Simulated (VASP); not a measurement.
# TaN (P3m1) in VASP: further runs

Runs on TaN. Level: r2SCAN. Tasks: single point.

Program: VASP 6.6.1. These are calculated values, not measurements. Logs are shortened: lines on timing, memory, paths and dates and some standing lists are left out, and cuts for length are marked.

### 1 The cell of the first run

Symmetry: P3m1, No. 156, trigonal system. Conventional cell: a = 2.938 Å, b = 2.938 Å, c = 2.883 Å, α = 90.00°, β = 90.00°, γ = 120.00°. Ta (site symmetry 3m) has 6 N at 2.07 to 2.40 Å within 2.7 Å. Within 2.7 Å of N (site symmetry 3m) lie 6 Ta at 2.07 to 2.40 Å.

### 2 Single point, r2SCAN (all N atoms moved +0.263 Å, as atom 2 along Cartesian [0 0 1])

File POSCAR:

```
TaN
1.0
    2.9379988584      0.0000000000      0.0000000000
   -1.4689994292      2.5443816477      0.0000000000
    0.0000000000      0.0000000000      2.8830000000
Ta N
1 1
Direct
    0.3333333333      0.6666666667      0.5000000000
    0.0000000000      0.0000000000      0.0910509886
```

File INCAR.step1:

```
SYSTEM = TaN
PREC = Accurate
ENCUT = 520
ISMEAR = 0
SIGMA = 0.15
LREAL = .FALSE.
LASPH = .TRUE.
NELM = 80
NBANDS = 15
GGA = PE
ALGO = Normal
EDIFF = 1E-4
LWAVE = .TRUE.
LCHARG = .FALSE.
```

File INCAR.step2:

```
SYSTEM = TaN
PREC = Accurate
ENCUT = 520
EDIFF = 1E-6
ISMEAR = 0
SIGMA = 0.15
LREAL = .FALSE.
LASPH = .TRUE.
NELM = 80
ALGO = Normal
ISIF = 2
LWAVE = .FALSE.
LCHARG = .TRUE.
METAGGA = R2SCAN
LMIXTAU = .TRUE.
LELF = .TRUE.
LVHAR = .TRUE.
NBANDS = 15
ISTART = 1
```

File KPOINTS:

```
regular mesh
0
G
  18 18 16
  0 0 0
```

Potentials or basis: VASP PAW PBE potentials, release 64 (Ta_pv, N).

Started as:

```
> cat potpaw_PBE.64/Ta_pv/POTCAR potpaw_PBE.64/N/POTCAR > POTCAR
> cp INCAR.step1 INCAR
> mpirun -np 1 vasp_std > vasp.out
> cp INCAR.step2 INCAR
> mpirun -np 1 vasp_std > vasp.out
```

OUTCAR:

```text
SYSTEM = TaN
   PREC = Accurate
   ENCUT = 520
   EDIFF = 1E-6
   ISMEAR = 0
   LREAL = .FALSE.
   LASPH = .TRUE.
   NELM = 80
   ISIF = 2
   METAGGA = R2SCAN
   ISTART = 1

 ion  position               nearest neighbor table
   1  0.333  0.667  0.500-   2 2.07   2 2.07   2 2.07   2 2.40   2 2.40   2 2.40
   2  0.000  0.000  0.091-   1 2.07   1 2.07   1 2.07   1 2.40   1 2.40   1 2.40

  LATTYP: Found a hexagonal cell.
 ALAT       =     2.9379988584
 C/A-ratio  =     0.9812801635

  Lattice vectors:

 A1 = (   2.9379988584,   0.0000000000,   0.0000000000)
 A2 = (  -1.4689994292,   2.5443816477,   0.0000000000)
 A3 = (   0.0000000000,   0.0000000000,   2.8830000000)

Analysis of symmetry for initial positions (statically):
=====================================================================
 Subroutine PRICEL returns:
 Original cell was already a primitive cell.

 Routine SETGRP: Setting up the symmetry group for a
 hexagonal supercell.

 Subroutine GETGRP returns: Found  6 space group operations
 (whereof  6 operations were pure point group operations)
 out of a pool of 24 trial point group operations.

The static configuration has the point symmetry C_3v.

Analysis of symmetry for dynamics (positions and initial velocities):
=====================================================================
 Subroutine PRICEL returns:
 Original cell was already a primitive cell.

 Routine SETGRP: Setting up the symmetry group for a
 hexagonal supercell.

 Subroutine GETGRP returns: Found  6 space group operations
 (whereof  6 operations were pure point group operations)
 out of a pool of 24 trial point group operations.

The dynamic configuration has the point symmetry C_3v.

 Subroutine INISYM returns: Found  6 space group operations
 (whereof  6 operations are pure point group operations),
 and found     1 'primitive' translations

----------------------------------------------------------------------------------------

                                     Primitive cell

  volume of cell :      21.5516

  direct lattice vectors                    reciprocal lattice vectors
     2.937998858  0.000000000  0.000000000     0.340367729  0.196511400  0.000000000
    -1.468999429  2.544381648  0.000000000     0.000000000  0.393022800  0.000000000
     0.000000000  0.000000000  2.883000000     0.000000000  0.000000000  0.346860909

  length of vectors
     2.937998858  2.937998858  2.883000000     0.393022800  0.393022800  0.346860909

  position of ions in fractional coordinates (direct lattice)
     0.333333333  0.666666667  0.500000000
     0.000000000  0.000000000  0.091050989

[... 90 lines left out ...]
   EFERMI =   0.00;   METHOD = LEGACY
   ISMEAR =     0;   SIGMA  =   0.15  broadening in eV -4-tet -1-fermi 0-gaus
   EFERMI_NEDOS =   21; number of points for ismear=-14 and -15
   IALGO  =     38    algorithm
   IMIX   =      4    mixing-type and parameters
     AMIX     =   0.40;   BMIX     =  1.00
     AMIX_MAG =   1.60;   BMIX_MAG =  1.00
  volume/ion in A,a.u.               =      10.78        72.72
  Fermi-wavevector in a.u.,A,eV,Ry     =   1.482366  2.801265 29.897546  2.197408
  Thomas-Fermi vector in A             =   2.596161
   LORBIT       =      0    0 simple, 1 ext, 2 COOP (PROOUT), +10 PAW based schemes
   METAGGA = R2SCAN    functional components
   LHFCALC =     F    Hartree Fock is set to
   AEXX    =    0.0000 exact exchange contribution
   IVDW    =     0    specifies the selected vdW correction
   LEPSILON=     F    determine dielectric tensor
   LRPA    =     F    only Hartree local field effects (RPA)
 non-spin polarized calculation
 Gauss-broadening in eV      SIGMA  =   0.15
  energy-cutoff  :      520.00
  volume of cell :       21.55
 maximum number of plane-waves:       605
 NGX is ok and might be reduce to    24
   NGX = 11   NGY = 11   NGZ = 11

 number of electron      16.0000003 magnetization

 Free energy of the ion-electron system (eV)
  ---------------------------------------------------
  ext. energy  EPLUGINS =         0.00000000
  ---------------------------------------------------
  free energy    TOTEN  =       -59.86326962 eV

  energy without entropy =      -59.86239089  energy(sigma->0) =      -59.86283026

 E-fermi :   8.5334     XC(G=0): -14.3003

 val. band max:        8.5196969139   @ k =   0.0000   0.0000   0.4375
 cond. band min:       8.5431121368   @ k =   0.0556   0.0000   0.5000
 fundamental gap:      0.0234152228
 Fermi energy:         8.5333851000

 k-point     1 :       0.0000    0.0000    0.0000
  band No.  band energies     occupation
      1     -27.8303      2.00000
      2     -27.5709      2.00000
      3     -27.5709      2.00000
      4     -10.5826      2.00000
      5       2.3714      2.00000
      6       2.9103      2.00000
      7       2.9103      2.00000
      8       6.8431      2.00000
      9      10.6937      0.00000
     10      11.5376      0.00000
     11      11.5376      0.00000
     12      13.5606      0.00000
     13      13.5606      0.00000
     14      19.0915      0.00000
[... 401 lines left out ...]
      2     -27.8980      2.00000
      3     -27.6711      2.00000
      4      -8.4212      2.00000
      5      -0.1407      2.00000
      6       2.8486      2.00000
      7       3.7826      2.00000
      8       5.7371      2.00000
      9      10.3385      0.00000
     10      11.5366      0.00000
     11      12.4990      0.00000
     12      14.6158      0.00000
     13      18.2106      0.00000
     14      19.0942      0.00000
     15      21.5644      0.00000

 [... further k-points ...]

------------------------ aborting loop because EDIFF is reached ----------------------------------------

  FORCE on cell =-STRESS in cart. coord.  units (eV):
  Direction    XX          YY          ZZ          XY          YZ          ZX
  --------------------------------------------------------------------------------------
  -------------------------------------------------------------------------------------
  Total        2.0806515      2.0806515      2.3686190      0.0000000      0.0000000      0.0000000
  in kB      154.6790148    154.6790148    176.0869929      0.0000000      0.0000000      0.0000000
  external PRESSURE =     161.8150075 kB  Pullay stress =       0.0000000 kB

 VOLUME and BASIS-vectors are now :
 -----------------------------------------------------------------------------
  energy-cutoff  :      520.00
  volume of cell :       21.55
      direct lattice vectors                 reciprocal lattice vectors
     2.937998858  0.000000000  0.000000000     0.340367729  0.196511400  0.000000000
    -1.468999429  2.544381648  0.000000000     0.000000000  0.393022800  0.000000000
     0.000000000  0.000000000  2.883000000     0.000000000  0.000000000  0.346860909

 POSITION                                       TOTAL-FORCE (eV/Angst)
 -----------------------------------------------------------------------------------
     -0.00000      1.69625      1.44150        -0.000000      0.000000      4.277530
      0.00000      0.00000      0.26250         0.000000     -0.000000     -4.277530
 -----------------------------------------------------------------------------------
    total drift:                               -0.000000      0.000000     -0.000001

  FREE ENERGIE OF THE ION-ELECTRON SYSTEM (eV)
  ---------------------------------------------------
  free  energy   TOTEN  =       -59.8632696224 eV

  energy  without entropy=      -59.8623908945  energy(sigma->0) =      -59.86283026
```

OSZICAR.step1:

```text
N       E                     dE             d eps       ncg     rms          rms(c)
DAV:   1     0.911597496358E+02    0.91160E+02   -0.84473E+03 15660   0.111E+03
DAV:   2    -0.218118693512E+02   -0.11297E+03   -0.10658E+03 18873   0.306E+02
DAV:   3    -0.245108969257E+02   -0.26990E+01   -0.26865E+01 17795   0.452E+01
DAV:   4    -0.245221810421E+02   -0.11284E-01   -0.11281E-01 20518   0.317E+00
DAV:   5    -0.245222542616E+02   -0.73220E-04   -0.73217E-04 17935   0.236E-01    0.254E+01
DAV:   6    -0.219966994669E+02    0.25256E+01   -0.42241E+00 20653   0.246E+01    0.107E+01
DAV:   7    -0.219375403660E+02    0.59159E-01   -0.56744E-01 17382   0.635E+00    0.748E+00
DAV:   8    -0.219179217977E+02    0.19619E-01   -0.13064E-01 19426   0.312E+00    0.151E+00
DAV:   9    -0.219108944202E+02    0.70274E-02   -0.14632E-02 17515   0.103E+00    0.226E-01
DAV:  10    -0.219109605063E+02   -0.66086E-04   -0.11699E-03 18460   0.381E-01    0.105E-01
DAV:  11    -0.219108962746E+02    0.64232E-04   -0.70644E-05 10614   0.990E-02
   1 F= -.21910896E+02 E0= -.21910392E+02  d E =-.100763E-02
```

It took 5.2 min on 1 thread of Intel Xeon Platinum 8375C at 2.90GHz (Ice Lake), shared host; peak memory 0.29 GiB.

What came out:

| Quantity | Value |
| --- | --- |
| Free energy | -59.8633 eV |
| Pressure | 16.2 GPa |
| Largest force | 4.278 eV/Å |
| Band gap on the k mesh | zero (bands 8 and 9 overlap by 0.46 eV) |

Forces in eV/Å, atoms in the order of the input:
```
Ta   0.000  0.000  4.278
N    0.000  0.000 -4.278
```

Stress tensor (GPa, compression positive):
```
15.47  0.00  0.00
 0.00 15.47  0.00
 0.00  0.00 17.61
```

Caveat: the cell differs from its parent crystal (all N atoms moved +0.263 Å, as atom 2 along Cartesian [0 0 1]); the cell stands under pressure; the PAW data sets were made with another functional, which shifts forces and pressure a little; spin-orbit coupling is left out, which moves the levels of the heavy elements.

(Continued in part 2 of 2.)
